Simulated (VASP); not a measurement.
# Mg5ZnS6 (P4/mmm) in VASP: notebook

Mg5ZnS6 is run at these levels: PBE; tasks: single point.

Program: VASP 6.6.1. These are calculated values, not measurements. Logs are shortened: lines on timing, memory, paths and dates and some standing lists are left out, and cuts for length are marked.

## 1. The cell of the first run

It takes space group P4/mmm (No. 123, tetragonal). Conventional cell: a = 3.685 Å, b = 3.685 Å, c = 15.628 Å, α = 90.00°, β = 90.00°, γ = 90.00°. Mg (site symmetry 4mm) has 6 S at 2.57 to 2.63 Å within 3.4 Å. Mg (site symmetry 4mm) has 6 S at 2.61 to 2.64 Å within 3.4 Å. Mg (site symmetry 4/mmm) has 6 S at 2.61 to 2.62 Å within 3.4 Å. Zn (site symmetry 4/mmm) has 6 S at 2.56 to 2.61 Å within 3.4 Å. S (site symmetry 4mm) has 1 Zn at 2.56 Å and 5 Mg at 2.61 to 2.64 Å within 3.4 Å. S (site symmetry 4mm) has 6 Mg at 2.61 to 2.63 Å within 3.4 Å. Within 3.4 Å of S (site symmetry 4/mmm) lie 6 Mg at 2.61 to 2.62 Å. Within 3.4 Å of S (site symmetry 4/mmm) lie 2 Mg at 2.57 Å and 4 Zn at 2.61 Å.

## 2. Single point, PBE

The input, INCAR:

```
PREC = Accurate ; ENCUT = 520
EDIFF = 1E-6 ; ISMEAR = 0
SIGMA = 0.1 ; LREAL = False
LASPH = True ; NELM = 100
ALGO = Normal ; ISIF = 2
LWAVE = False ; LCHARG = False
GGA = PE ; NBANDS = 41
```

The input, KPOINTS:

```
Automatic mesh
0
Gamma
  4 4 1
```

The input, POSCAR:

```
Mg5ZnS6
1.0
    3.6845300000      0.0000000000      0.0000000000
    0.0000000000      3.6845300000      0.0000000000
    0.0000000000      0.0000000000     15.6281640000
Mg Zn S
5 1 6
Direct
    0.5000000000      0.5000000000      0.1643460000
    0.0000000000      0.0000000000      0.3323690000
    0.5000000000      0.5000000000      0.5000000000
    0.0000000000      0.0000000000      0.6676310000
    0.5000000000      0.5000000000      0.8356540000
    0.0000000000      0.0000000000      0.0000000000
    0.0000000000      0.0000000000      0.1637530000
    0.5000000000      0.5000000000      0.3323200000
    0.0000000000      0.0000000000      0.5000000000
    0.5000000000      0.5000000000      0.6676800000
    0.0000000000      0.0000000000      0.8362470000
    0.5000000000      0.5000000000      0.0000000000
```

Potentials or basis: VASP PAW PBE potentials, release 64 (Mg, Zn, S).

On the command line:

```console
cat potpaw_PBE.64/Mg/POTCAR potpaw_PBE.64/Zn/POTCAR potpaw_PBE.64/S/POTCAR > POTCAR
mpirun -np 1 vasp_std > vasp.out
```

OUTCAR:

```text
PREC = Accurate
   ENCUT = 520
   EDIFF = 1E-6
   ISMEAR = 0
   LREAL = False
   LASPH = True
   NELM = 100
   ISIF = 2
   GGA = PE

 ion  position               nearest neighbor table
   1  0.500  0.500  0.164-  12 2.57   7 2.61   7 2.61   7 2.61   7 2.61   8 2.63
   2  0.000  0.000  0.332-   8 2.61   8 2.61   8 2.61   8 2.61   9 2.62   7 2.64
   3  0.500  0.500  0.500-   9 2.61   9 2.61   9 2.61   9 2.61  10 2.62   8 2.62
   4  0.000  0.000  0.668-  10 2.61  10 2.61  10 2.61  10 2.61   9 2.62  11 2.64
   5  0.500  0.500  0.836-  12 2.57  11 2.61  11 2.61  11 2.61  11 2.61  10 2.63
   6  0.000  0.000  0.000-   7 2.56  11 2.56  12 2.61  12 2.61  12 2.61  12 2.61
   7  0.000  0.000  0.164-   6 2.56   1 2.61   1 2.61   1 2.61   1 2.61   2 2.64
   8  0.500  0.500  0.332-   2 2.61   2 2.61   2 2.61   2 2.61   3 2.62   1 2.63
   9  0.000  0.000  0.500-   3 2.61   3 2.61   3 2.61   3 2.61   4 2.62   2 2.62
  10  0.500  0.500  0.668-   4 2.61   4 2.61   4 2.61   4 2.61   3 2.62   5 2.63
  11  0.000  0.000  0.836-   6 2.56   5 2.61   5 2.61   5 2.61   5 2.61   4 2.64
  12  0.500  0.500  0.000-   1 2.57   5 2.57   6 2.61   6 2.61   6 2.61   6 2.61

  LATTYP: Found a simple tetragonal cell.
 ALAT       =     3.6845300000
 C/A-ratio  =     4.2415624245

  Lattice vectors:

 A1 = (   3.6845300000,   0.0000000000,   0.0000000000)
 A2 = (   0.0000000000,   3.6845300000,   0.0000000000)
 A3 = (   0.0000000000,   0.0000000000,  15.6281640000)

Analysis of symmetry for initial positions (statically):
=====================================================================
 Subroutine PRICEL returns:
 Original cell was already a primitive cell.

 Routine SETGRP: Setting up the symmetry group for a
 simple tetragonal supercell.

 Subroutine GETGRP returns: Found 16 space group operations
 (whereof 16 operations were pure point group operations)
 out of a pool of 16 trial point group operations.

The static configuration has the point symmetry D_4h.

Analysis of symmetry for dynamics (positions and initial velocities):
=====================================================================
 Subroutine PRICEL returns:
 Original cell was already a primitive cell.

 Routine SETGRP: Setting up the symmetry group for a
 simple tetragonal supercell.

 Subroutine GETGRP returns: Found 16 space group operations
 (whereof 16 operations were pure point group operations)
 out of a pool of 16 trial point group operations.

The dynamic configuration has the point symmetry D_4h.

 Subroutine INISYM returns: Found 16 space group operations
 (whereof 16 operations are pure point group operations),
 and found     1 'primitive' translations

----------------------------------------------------------------------------------------

                                     Primitive cell

  volume of cell :     212.1642

  direct lattice vectors                    reciprocal lattice vectors
     3.684530000  0.000000000  0.000000000     0.271405037  0.000000000  0.000000000
     0.000000000  3.684530000  0.000000000     0.000000000  0.271405037  0.000000000
     0.000000000  0.000000000 15.628164000     0.000000000  0.000000000  0.063987043

  length of vectors
     3.684530000  3.684530000 15.628164000     0.271405037  0.271405037  0.063987043

  position of ions in fractional coordinates (direct lattice)
     0.500000000  0.500000000  0.164346000
     0.000000000  0.000000000  0.332369000
     0.500000000  0.500000000  0.500000000
     0.000000000  0.000000000  0.667631000
     0.500000000  0.500000000  0.835654000
     0.000000000  0.000000000  0.000000000
     0.000000000  0.000000000  0.163753000
     0.500000000  0.500000000  0.332320000
     0.000000000  0.000000000  0.500000000
     0.500000000  0.500000000  0.667680000
     0.000000000  0.000000000  0.836247000
     0.500000000  0.500000000  0.000000000

  ion indices of the primitive-cell ions
   primitive index   ion index
                 1           1
                 2           2
                 3           3
                 4           4
                 5           5
                 6           6
                 7           7
                 8           8
                 9           9
                10          10
                11          11
                12          12

----------------------------------------------------------------------------------------

 KPOINTS: Automatic mesh

Automatic generation of k-mesh.
 Grid dimensions read from file:
 generate k-points for:    4    4    1

 Generating k-lattice:

  Cartesian coordinates                     Fractional coordinates (reciprocal lattice)
     0.067851259  0.000000000  0.000000000     0.250000000  0.000000000  0.000000000
     0.000000000  0.067851259  0.000000000     0.000000000  0.250000000  0.000000000
     0.000000000  0.000000000  0.063987043     0.000000000  0.000000000  1.000000000

  Length of vectors
     0.067851259  0.067851259  0.063987043

  Shift w.r.t. Gamma in fractional coordinates (k-lattice)
     0.000000000  0.000000000  0.000000000

 Subroutine IBZKPT returns following result:
 ===========================================

 Found      6 irreducible k-points:

 Following reciprocal coordinates:
            Coordinates               Weight
  0.000000  0.000000  0.000000      1.000000
  0.250000  0.000000  0.000000      4.000000
  0.500000  0.000000  0.000000      2.000000
  0.250000  0.250000  0.000000      4.000000
  0.500000  0.250000  0.000000      4.000000
  0.500000  0.500000  0.000000      1.000000
   k-points           NKPTS =      6   k-points in BZ     NKDIM =      6   number of bands    NBANDS=     41
   number of dos      NEDOS =    301   number of ions     NIONS =     12
   total plane-waves  NPLWV =  94080
   dimension x,y,z NGX =    28 NGY =   28 NGZ =  120
   dimension x,y,z NGXF=    56 NGYF=   56 NGZF=  240
   ions per type =               5   1   6
   NGX,Y,Z   is equivalent  to a cutoff of  12.63, 12.63, 12.77 a.u.
   NGXF,Y,Z  is equivalent  to a cutoff of  25.27, 25.27, 25.53 a.u.
 SYSTEM =  unknown system
   PREC   = accura    normal or accurate (medium, high low for compatibility)
   ISTART =      0    job   : 0-new  1-cont  2-samecut
   ICHARG =      2    charge: 1-file 2-atom 10-const
   ISPIN  =      1    spin polarized calculation?
   LNONCOLLINEAR =      F non collinear calculations
   LSORBIT =      F    spin-orbit coupling
   LASPH  =      T    aspherical Exc in radial PAW
   ENCUT  =  520.0 eV  38.22 Ry    6.18 a.u.   6.85  6.85 29.06*2*pi/ulx,y,z
   NELM   =    100;   NELMIN=  2; NELMDL= -5     # of ELM steps
   EDIFF  = 0.1E-05   stopping-criterion for ELM
   LREAL  =      F    real-space projection
   EDIFFG = 0.1E-04   stopping-criterion for IOM
   NSW    =      0    number of steps for IOM
   IBRION =     -1    ionic relax: 0-MD 1-quasi-New 2-CG
   NFREE  =      0    steps in history (QN), initial steepest desc. (CG)
   ISIF   =      2    stress and relaxation
   ISYM   =      2    0-nonsym 1-usesym 2-fastsym
   POTIM  = 0.5000    time-step for ionic-motion
   TEBEG  =    0.0;   TEEND  =   0.0 temperature during run
   PSTRESS=    0.0 pullay stress
   NELECT =      58.0000    total number of electrons
   NUPDOWN=      -1.0000    fix difference up-down
   EMIN   =  10.00;   EMAX   =-10.00  energy-range for DOS
   EFERMI =   0.00;   METHOD = LEGACY
   ISMEAR =     0;   SIGMA  =   0.10  broadening in eV -4-tet -1-fermi 0-gaus
   EFERMI_NEDOS =   21; number of points for ismear=-14 and -15
   IALGO  =     38    algorithm
   IMIX   =      4    mixing-type and parameters
     AMIX     =   0.40;   BMIX     =  1.00
     AMIX_MAG =   1.60;   BMIX_MAG =  1.00
  volume/ion in A,a.u.               =      17.68       119.31
  Fermi-wavevector in a.u.,A,eV,Ry     =   1.062495  2.007824 15.359549  1.128895
  Thomas-Fermi vector in A             =   2.197947
   LORBIT       =      0    0 simple, 1 ext, 2 COOP (PROOUT), +10 PAW based schemes
   GGA     = PE    functional components
   LHFCALC =     F    Hartree Fock is set to
   AEXX    =    0.0000 exact exchange contribution
   IVDW    =     0    specifies the selected vdW correction
   LEPSILON=     F    determine dielectric tensor
   LRPA    =     F    only Hartree local field effects (RPA)
 non-spin polarized calculation
 Gauss-broadening in eV      SIGMA  =   0.10
  energy-cutoff  :      520.00
  volume of cell :      212.16
 maximum number of plane-waves:      5724
 NGX is ok and might be reduce to    28
   NGX = 13   NGY = 13   NGZ = 59

 number of electron      58.0000012 magnetization

 Free energy of the ion-electron system (eV)
  ---------------------------------------------------
  ext. energy  EPLUGINS =         0.00000000
  ---------------------------------------------------
  free energy    TOTEN  =       -48.57297801 eV

  energy without entropy =      -48.57297801  energy(sigma->0) =      -48.57297801

 E-fermi :   4.2989     XC(G=0):  -9.8030

 val. band max:        3.8508454515   @ k =   0.5000   0.0000   0.0000
 cond. band min:       5.0791807316   @ k =   0.5000   0.5000   0.0000
 fundamental gap:      1.2283352802
 Fermi energy:         4.2989076763

 k-point     1 :       0.0000    0.0000    0.0000
  band No.  band energies     occupation
      1      -9.1426      2.00000
      2      -8.8168      2.00000
      3      -8.7479      2.00000
      4      -7.9665      2.00000
      5      -7.9634      2.00000
      6      -7.4773      2.00000
[... 33 lines left out ...]
     40      10.5351      0.00000
     41      11.0685      0.00000

 k-point     2 :       0.2500    0.0000    0.0000
  band No.  band energies     occupation
      1      -8.7484      2.00000
      2      -8.4678      2.00000
      3      -8.4189      2.00000
      4      -7.8043      2.00000
      5      -7.7965      2.00000
      6      -7.4655      2.00000
[... 170 lines left out ...]
      1      -7.5038      2.00000
      2      -7.4840      2.00000
      3      -7.4452      2.00000
      4      -7.4389      2.00000
      5      -7.4287      2.00000
      6      -7.4032      2.00000
[... 33 lines left out ...]
     40      10.1738      0.00000
     41      10.1738      0.00000

------------------------ aborting loop because EDIFF is reached ----------------------------------------

  FORCE on cell =-STRESS in cart. coord.  units (eV):
  Direction    XX          YY          ZZ          XY          YZ          ZX
  --------------------------------------------------------------------------------------
  -------------------------------------------------------------------------------------
  Total        0.1346137      0.1346137     -0.6455090      0.0000000      0.0000000      0.0000000
  in kB        1.0165478      1.0165478     -4.8746199      0.0000000      0.0000000      0.0000000
  external PRESSURE =      -0.9471747 kB  Pullay stress =       0.0000000 kB

 VOLUME and BASIS-vectors are now :
 -----------------------------------------------------------------------------
  energy-cutoff  :      520.00
  volume of cell :      212.16
      direct lattice vectors                 reciprocal lattice vectors
     3.684530000  0.000000000  0.000000000     0.271405037  0.000000000  0.000000000
     0.000000000  3.684530000  0.000000000     0.000000000  0.271405037  0.000000000
     0.000000000  0.000000000 15.628164000     0.000000000  0.000000000  0.063987043

 POSITION                                       TOTAL-FORCE (eV/Angst)
 -----------------------------------------------------------------------------------
      1.84227      1.84227      2.56843         0.000000      0.000000     -0.005952
      0.00000      0.00000      5.19432         0.000000      0.000000      0.001751
      1.84227      1.84227      7.81408         0.000000     -0.000000     -0.000000
      0.00000      0.00000     10.43385         0.000000     -0.000000     -0.001751
      1.84227      1.84227     13.05974         0.000000     -0.000000      0.005952
      0.00000      0.00000      0.00000         0.000000     -0.000000     -0.000000
      0.00000      0.00000      2.55916         0.000000      0.000000      0.001855
      1.84227      1.84227      5.19355         0.000000      0.000000      0.004291
      0.00000      0.00000      7.81408         0.000000     -0.000000     -0.000000
      1.84227      1.84227     10.43461         0.000000     -0.000000     -0.004291
      0.00000      0.00000     13.06901        -0.000000     -0.000000     -0.001855
      1.84227      1.84227      0.00000         0.000000     -0.000000     -0.000000
 -----------------------------------------------------------------------------------
    total drift:                               -0.000000      0.000000     -0.000000

  FREE ENERGIE OF THE ION-ELECTRON SYSTEM (eV)
  ---------------------------------------------------
  free  energy   TOTEN  =       -48.5729780127 eV

  energy  without entropy=      -48.5729780127  energy(sigma->0) =      -48.57297801
```

It took 35 s on 1 thread of Intel Xeon 6975P-C (Granite Rapids), shared host; peak memory 0.3 GiB.

What came out:

```yaml
Free_energy: -48.5730 eV
Pressure: -0.1 GPa
Largest_force: 0.006 eV/Å
Band_gap_on_the_k_mesh: 1.23 eV (least direct gap 1.75 eV)
```

Forces in eV/Å, atoms in the order of the input:
```
Mg   0.000  0.000 -0.006
Mg   0.000  0.000  0.002
Mg   0.000  0.000  0.000
Mg   0.000  0.000 -0.002
Mg   0.000  0.000  0.006
Zn   0.000  0.000  0.000
S    0.000  0.000  0.002
S    0.000  0.000  0.004
S    0.000  0.000  0.000
S    0.000  0.000 -0.004
S    0.000  0.000 -0.002
S    0.000  0.000  0.000
```

Caveat: the k points lie up to 0.43 Å⁻¹ apart.

## 3. Single point, PBE

The input, INCAR:

```
SYSTEM = Mg5ZnS6
ALGO = Normal ; EDIFF = 1E-6
ENCUT = 520 ; GGA = PE
ISIF = 2 ; ISMEAR = 0
LASPH = .TRUE. ; LCHARG = .FALSE.
LREAL = .FALSE. ; LWAVE = .FALSE.
NBANDS = 41 ; NELM = 100
PREC = Accurate ; SIGMA = 0.1
```

The input, KPOINTS:

```
k-points
0
G
  6 6 1
  0 0 0
```

POSCAR is that of step 2.

Potentials or basis: VASP PAW PBE potentials, release 64 (Mg, Zn, S).

On the command line:

```console
cat potpaw_PBE.64/Mg/POTCAR potpaw_PBE.64/Zn/POTCAR potpaw_PBE.64/S/POTCAR > POTCAR
mpirun -np 1 vasp_std > vasp.out
```

Run time: 72 s. Hardware: 1 thread of Intel Xeon 6975P-C (Granite Rapids), shared host; peak memory 0.32 GiB.

Results (log left out):

- Free energy: -48.6790 eV
- Pressure: -0.2 GPa
- Largest force: 0.013 eV/Å
- Band gap on the k mesh: 1.25 eV (least direct gap 1.75 eV)

Forces on the atoms (eV/Å):
```
Mg   0.000  0.000  0.002
Mg   0.000  0.000  0.000
Mg   0.000  0.000  0.000
Mg   0.000  0.000  0.000
Mg   0.000  0.000 -0.002
Zn   0.000  0.000  0.000
S    0.000  0.000  0.013
S    0.000  0.000  0.001
S    0.000  0.000  0.000
S    0.000  0.000 -0.001
S    0.000  0.000 -0.013
S    0.000  0.000  0.000
```

Levels at points of the mesh, in eV from the valence-band top:
```tsv
k point	band 25	band 26	band 27	band 28	band 29	band 30	band 31	band 32	band 33	band 34
(0.00, 0.00, 0.00)	-0.80	-0.80	-0.31	-0.29	-0.29	1.46	2.93	3.46	3.51	4.23
(0.50, 0.00, 0.00)	-0.92	-0.89	-0.80	-0.69	0.00	4.44	4.62	4.63	4.70	4.95
(0.50, 0.50, 0.00)	-2.46	-2.04	-1.98	-1.98	-1.94	1.25	2.50	3.46	3.92	4.10
```
